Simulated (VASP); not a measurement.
# SiC (zincblende type) (F-43m) in VASP: further runs

The runs below take SiC (zincblende type) through single point, with PBE.

All numbers are computed with VASP 6.6.1; they aren't measurements. Logs are shortened: lines on timing, memory, paths and dates and some standing lists are left out, and cuts for length are marked.

### 1 The cell of the first run

Symmetry: F-43m, No. 216, cubic system. Conventional cell: a = 3.652 Å, b = 3.652 Å, c = 3.652 Å, α = 90.00°, β = 90.00°, γ = 90.00°. Si (site symmetry -43m) has 4 C at 1.58 Å within 2.1 Å. C (site symmetry -43m) has 4 Si at 1.58 Å within 2.1 Å.

### 2 Single point, PBE

Input file INCAR:

```
  PREC = Accurate
  ENCUT = 520
  EDIFF = 1E-7
  ISMEAR = -1
  SIGMA = 0.05
  LREAL = False
  LASPH = True
  NELM = 100
  ALGO = Normal
  ISIF = 2
  LWAVE = False
  LCHARG = False
  GGA = PE
  NBANDS = 11
```

Input file KPOINTS:

```
Automatic mesh
0
Gamma
  18 18 18
```

Input file POSCAR:

```
SiC
1.0
    0.0000000000      1.8258115996      1.8258115996
    1.8258115996      0.0000000000      1.8258115996
    1.8258115996      1.8258115996      0.0000000000
Si C
1 1
Direct
    0.0000000000      0.0000000000      0.0000000000
    0.2500000000      0.2500000000      0.2500000000
```

Potentials or basis: VASP PAW PBE potentials, release 64 (Si, C).

The run is started by

```
$ cat potpaw_PBE.64/Si/POTCAR potpaw_PBE.64/C/POTCAR > POTCAR
$ mpirun -np 1 vasp_std > vasp.out
```

OUTCAR:

```text
PREC = Accurate
   ENCUT = 520
   EDIFF = 1E-7
   ISMEAR = -1
   LREAL = False
   LASPH = True
   NELM = 100
   ISIF = 2
   GGA = PE

 ion  position               nearest neighbor table
   1  0.000  0.000  0.000-   2 1.58   2 1.58   2 1.58   2 1.58
   2  0.250  0.250  0.250-   1 1.58   1 1.58   1 1.58   1 1.58

  LATTYP: Found a face centered cubic cell.
 ALAT       =     3.6516231992

  Lattice vectors:

 A1 = (   0.0000000000,   1.8258115996,   1.8258115996)
 A2 = (   1.8258115996,   0.0000000000,   1.8258115996)
 A3 = (   1.8258115996,   1.8258115996,   0.0000000000)

Analysis of symmetry for initial positions (statically):
=====================================================================
 Subroutine PRICEL returns:
 Original cell was already a primitive cell.

 Routine SETGRP: Setting up the symmetry group for a
 face centered cubic supercell.

 Subroutine GETGRP returns: Found 24 space group operations
 (whereof 24 operations were pure point group operations)
 out of a pool of 48 trial point group operations.

The static configuration has the point symmetry T_d .

Analysis of symmetry for dynamics (positions and initial velocities):
=====================================================================
 Subroutine PRICEL returns:
 Original cell was already a primitive cell.

 Routine SETGRP: Setting up the symmetry group for a
 face centered cubic supercell.

 Subroutine GETGRP returns: Found 24 space group operations
 (whereof 24 operations were pure point group operations)
 out of a pool of 48 trial point group operations.

The dynamic configuration has the point symmetry T_d .

 Subroutine INISYM returns: Found 24 space group operations
 (whereof 24 operations are pure point group operations),
 and found     1 'primitive' translations

----------------------------------------------------------------------------------------

                                     Primitive cell

  volume of cell :      12.1730

  direct lattice vectors                    reciprocal lattice vectors
     0.000000000  1.825811600  1.825811600    -0.273850818  0.273850818  0.273850818
     1.825811600  0.000000000  1.825811600     0.273850818 -0.273850818  0.273850818
     1.825811600  1.825811600  0.000000000     0.273850818  0.273850818 -0.273850818

  length of vectors
     2.582087526  2.582087526  2.582087526     0.474323530  0.474323530  0.474323530

  position of ions in fractional coordinates (direct lattice)
     0.000000000  0.000000000  0.000000000
     0.250000000  0.250000000  0.250000000

  ion indices of the primitive-cell ions
   primitive index   ion index
                 1           1
                 2           2

----------------------------------------------------------------------------------------

 KPOINTS: Automatic mesh

Automatic generation of k-mesh.
 Grid dimensions read from file:
 generate k-points for:   18   18   18

 Generating k-lattice:

  Cartesian coordinates                     Fractional coordinates (reciprocal lattice)
    -0.015213934  0.015213934  0.015213934     0.055555556  0.000000000  0.000000000
     0.015213934 -0.015213934  0.015213934     0.000000000  0.055555556  0.000000000
     0.015213934  0.015213934 -0.015213934     0.000000000  0.000000000  0.055555556

  Length of vectors
     0.026351307  0.026351307  0.026351307

  Shift w.r.t. Gamma in fractional coordinates (k-lattice)
     0.000000000  0.000000000  0.000000000

 Subroutine IBZKPT returns following result:
 ===========================================

 Found    195 irreducible k-points:

 Following reciprocal coordinates:
            Coordinates               Weight
  0.000000  0.000000  0.000000      1.000000
  0.055556  0.000000  0.000000      8.000000
  0.111111  0.000000  0.000000      8.000000
  0.166667  0.000000  0.000000      8.000000
  0.222222  0.000000  0.000000      8.000000
  0.277778  0.000000  0.000000      8.000000
[... 16 lines left out ...]
 -0.277778  0.055556  0.000000     24.000000
 -0.222222  0.055556  0.000000     24.000000
 [... further k-points ...]
   k-points           NKPTS =    195   k-points in BZ     NKDIM =    195   number of bands    NBANDS=     11
   number of dos      NEDOS =    301   number of ions     NIONS =      2
   total plane-waves  NPLWV =   8000
   dimension x,y,z NGX =    20 NGY =   20 NGZ =   20
   dimension x,y,z NGXF=    40 NGYF=   40 NGZF=   40
   ions per type =               1   1
   NGX,Y,Z   is equivalent  to a cutoff of  12.88, 12.88, 12.88 a.u.
   NGXF,Y,Z  is equivalent  to a cutoff of  25.75, 25.75, 25.75 a.u.
 SYSTEM =  unknown system
   PREC   = accura    normal or accurate (medium, high low for compatibility)
   ISTART =      0    job   : 0-new  1-cont  2-samecut
   ICHARG =      2    charge: 1-file 2-atom 10-const
   ISPIN  =      1    spin polarized calculation?
   LNONCOLLINEAR =      F non collinear calculations
   LSORBIT =      F    spin-orbit coupling
   LASPH  =      T    aspherical Exc in radial PAW
   ENCUT  =  520.0 eV  38.22 Ry    6.18 a.u.   4.80  4.80  4.80*2*pi/ulx,y,z
   NELM   =    100;   NELMIN=  2; NELMDL= -5     # of ELM steps
   EDIFF  = 0.1E-06   stopping-criterion for ELM
   LREAL  =      F    real-space projection
   EDIFFG = 0.1E-05   stopping-criterion for IOM
   NSW    =      0    number of steps for IOM
   IBRION =     -1    ionic relax: 0-MD 1-quasi-New 2-CG
   NFREE  =      0    steps in history (QN), initial steepest desc. (CG)
   ISIF   =      2    stress and relaxation
   ISYM   =      2    0-nonsym 1-usesym 2-fastsym
   POTIM  = 0.5000    time-step for ionic-motion
   TEBEG  =    0.0;   TEEND  =   0.0 temperature during run
   PSTRESS=    0.0 pullay stress
   NELECT =       8.0000    total number of electrons
   NUPDOWN=      -1.0000    fix difference up-down
   EMIN   =  10.00;   EMAX   =-10.00  energy-range for DOS
   EFERMI =   0.00;   METHOD = LEGACY
   ISMEAR =    -1;   SIGMA  =   0.05  broadening in eV -4-tet -1-fermi 0-gaus
   EFERMI_NEDOS =   21; number of points for ismear=-14 and -15
   IALGO  =     38    algorithm
   IMIX   =      4    mixing-type and parameters
     AMIX     =   0.40;   BMIX     =  1.00
     AMIX_MAG =   1.60;   BMIX_MAG =  1.00
  volume/ion in A,a.u.               =       6.09        41.07
  Fermi-wavevector in a.u.,A,eV,Ry     =   1.423330  2.689703 27.563603  2.025868
  Thomas-Fermi vector in A             =   2.543939
   LORBIT       =      0    0 simple, 1 ext, 2 COOP (PROOUT), +10 PAW based schemes
   GGA     = PE    functional components
   LHFCALC =     F    Hartree Fock is set to
   AEXX    =    0.0000 exact exchange contribution
   IVDW    =     0    specifies the selected vdW correction
   LEPSILON=     F    determine dielectric tensor
   LRPA    =     F    only Hartree local field effects (RPA)
 non-spin polarized calculation
  energy-cutoff  :      520.00
  volume of cell :       12.17
 maximum number of plane-waves:       342
   NGX =  9   NGY =  9   NGZ =  9

 number of electron       8.0000002 magnetization

 Free energy of the ion-electron system (eV)
  ---------------------------------------------------
  ext. energy  EPLUGINS =         0.00000000
  ---------------------------------------------------
  free energy    TOTEN  =        -9.31821009 eV

  energy without entropy =       -9.31820602  energy(sigma->0) =       -9.31820805

 E-fermi :  15.6925     XC(G=0): -13.8399

 val. band max:       15.2864335415   @ k =  -0.1111   0.1111   0.0000
 cond. band min:      15.9603693122   @ k =   0.5000   0.5000   0.0000
 fundamental gap:      0.6739357707
 Fermi energy:        15.6925428628

 k-point     1 :       0.0000    0.0000    0.0000
  band No.  band energies     occupation
      1      -4.8698      2.00000
      2      15.2540      1.99969
      3      15.2540      1.99969
      4      15.2540      1.99969
      5      27.4595      0.00000
      6      27.4595      0.00000
      7      27.4595      0.00000
      8      28.1949      0.00000
      9      33.4778      0.00000
     10      33.4778      0.00000
     11      37.7229      0.00000

 k-point     2 :       0.0556    0.0000    0.0000
  band No.  band energies     occupation
      1      -4.7804      2.00000
      2      14.8842      2.00000
      3      15.2133      1.99986
      4      15.2133      1.99986
      5      27.3289      0.00000
      6      27.5778      0.00000
      7      27.5778      0.00000
      8      28.4703      0.00000
      9      32.8582      0.00000
     10      32.8582      0.00000
     11      37.2944      0.00000

 k-point     3 :       0.1111    0.0000    0.0000
  band No.  band energies     occupation
      1      -4.5127      2.00000
      2      13.8773      2.00000
      3      15.1007      1.99999
      4      15.1007      1.99999
      5      27.1004      0.00000
      6      27.8440      0.00000
      7      27.8440      0.00000
      8      29.0153      0.00000
      9      31.8302      0.00000
     10      31.8302      0.00000
     11      36.6907      0.00000

 k-point     4 :       0.1667    0.0000    0.0000
  band No.  band energies     occupation
      1      -4.0690      2.00000
      2      12.4473      2.00000
      3      14.9400      2.00000
      4      14.9400      2.00000
      5      26.8595      0.00000
      6      27.9141      0.00000
      7      27.9141      0.00000
      8      29.4863      0.00000
      9      31.3113      0.00000
     10      31.3113      0.00000
     11      36.4418      0.00000
[... 239 lines left out ...]
 k-point    22 :      -0.3333    0.0556    0.0000
  band No.  band energies     occupation
      1      -1.3168      2.00000
      2       6.7801      2.00000
      3      13.8172      2.00000
      4      14.5658      2.00000
      5      25.2777      0.00000
      6      25.7169      0.00000
      7      26.7173      0.00000
      8      29.7297      0.00000
      9      33.9689      0.00000
     10      36.0330      0.00000
     11      39.1378      0.00000

 k-point    23 :      -0.2778    0.0556    0.0000
  band No.  band energies     occupation
      1      -2.2991      2.00000
      2       8.5038      2.00000
      3      13.9097      2.00000
      4      14.7748      2.00000
      5      25.8811      0.00000
      6      26.2740      0.00000
      7      26.9527      0.00000
      8      29.8506      0.00000
      9      32.3224      0.00000
     10      34.6907      0.00000
     11      38.1216      0.00000

 k-point    24 :      -0.2222    0.0556    0.0000
  band No.  band energies     occupation
      1      -3.1328      2.00000
      2      10.2473      2.00000
      3      14.0683      2.00000
      4      14.9766      2.00000
      5      26.3874      0.00000
      6      26.9906      0.00000
      7      27.4238      0.00000
      8      29.7210      0.00000
      9      30.9881      0.00000
     10      33.6601      0.00000
     11      37.3046      0.00000

 [... further k-points ...]

------------------------ aborting loop because EDIFF is reached ----------------------------------------

  FORCE on cell =-STRESS in cart. coord.  units (eV):
  Direction    XX          YY          ZZ          XY          YZ          ZX
  --------------------------------------------------------------------------------------
  -------------------------------------------------------------------------------------
  Total       24.2882362     24.2882362     24.2882362      0.0000000      0.0000000      0.0000000
  in kB     3196.7500402   3196.7500402   3196.7500402      0.0000000      0.0000000      0.0000000
  external PRESSURE =    3196.7500402 kB  Pullay stress =       0.0000000 kB

 VOLUME and BASIS-vectors are now :
 -----------------------------------------------------------------------------
  energy-cutoff  :      520.00
  volume of cell :       12.17
      direct lattice vectors                 reciprocal lattice vectors
     0.000000000  1.825811600  1.825811600    -0.273850818  0.273850818  0.273850818
     1.825811600  0.000000000  1.825811600     0.273850818 -0.273850818  0.273850818
     1.825811600  1.825811600  0.000000000     0.273850818  0.273850818 -0.273850818

 POSITION                                       TOTAL-FORCE (eV/Angst)
 -----------------------------------------------------------------------------------
      0.00000      0.00000      0.00000        -0.000000     -0.000000     -0.000000
      0.91291      0.91291      0.91291         0.000000      0.000000      0.000000
 -----------------------------------------------------------------------------------
    total drift:                                0.000000      0.000000      0.000000

  FREE ENERGIE OF THE ION-ELECTRON SYSTEM (eV)
  ---------------------------------------------------
  free  energy   TOTEN  =        -9.3182100897 eV

  energy  without entropy=       -9.3182060159  energy(sigma->0) =       -9.31820805
```

Wall time 19 s (1 thread of Intel Xeon Platinum 8259CL at 2.50GHz (Skylake/Cascade Lake), shared host); peak memory 0.14 GiB.

Results:

- Free energy: -9.3182 eV
- Pressure: 319.7 GPa
- Band gap on the k mesh: 0.67 eV, indirect (least direct gap 4.80 eV)

### 3 Single point, PBE

Input file INCAR:

```
ALGO = Normal
EDIFF = 1E-6
ENCUT = 520
GGA = PE
ISIF = 2
ISMEAR = -1
LASPH = T
LCHARG = T
LELF = T
LREAL = F
LVHAR = T
LWAVE = F
NBANDS = 11
NELM = 80
PREC = Accurate
SIGMA = 0.05
```

Input file KPOINTS:

```
k-points
0
Gamma
  18 18 18
```

Input file POSCAR:

```
SiC
1.0
    0.0000000000      1.8254702855      1.8254702855
    1.8254702855      0.0000000000      1.8254702855
    1.8254702855      1.8254702855      0.0000000000
Si C
1 1
Direct
    0.0000000000      0.0000000000      0.0000000000
    0.2500000000      0.2500000000      0.2500000000
```

Potentials or basis: VASP PAW PBE potentials, release 64 (Si, C).

The run is started by

```
$ cat potpaw_PBE.64/Si/POTCAR potpaw_PBE.64/C/POTCAR > POTCAR
$ mpirun -np 1 vasp_std > vasp.out
```

Run time: 20 s. Hardware: 1 thread of Intel Xeon Platinum 8259CL at 2.50GHz (Skylake/Cascade Lake), shared host; peak memory 0.14 GiB.

Results (log left out):

- Free energy: -9.3046 eV
- Pressure: 320.3 GPa
- Band gap on the k mesh: 0.67 eV, indirect (least direct gap 4.80 eV)

Levels at points of the mesh, in eV from the valence-band top:
| k point | band 2 | band 3 | band 4 | band 5 | band 6 | band 7 |
| --- | --- | --- | --- | --- | --- | --- |
| (0.00, 0.00, 0.00) | -0.03 | -0.03 | -0.03 | 12.18 | 12.18 | 12.18 |
| (0.50, 0.00, 0.00) | -12.00 | -1.06 | -1.06 | 9.76 | 9.76 | 10.94 |
| (0.50, 0.50, 0.00) | -10.01 | -4.13 | -4.13 | 0.67 | 6.81 | 21.02 |
